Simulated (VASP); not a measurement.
Runs of VASP 6.6.1 on Mg. The structure is that of space group Fm-3m (No. 225), or close to it. The cells are those of the table. 

```csv
cell,gap on the mesh (eV),pressure (GPa)
"a = 3.184 Å, angles 60.0°, 1 atom",none,-2.0
"a = 3.216 Å, angles 60.0°, 1 atom",none,(a)
"a = 3.236 Å, angles 60.0°, 1 atom",none,-3.4
"a = 3.174 Å, angles 60.0°, 1 atom",none,-1.7
```

Alike in all rows: task electric field gradients; level LDA; potentials or basis VASP PAW LDA potentials, release 64 (Mg); no spin polarisation; k mesh 16 × 16 × 16; cutoff (eV) 520; smearing fermi-dirac 0.03 eV.

**Question.** Estimate the missing entries.

**Answer.** (a) -2.9.

A gap of «none» marks levels without a gap at the run's occupations.
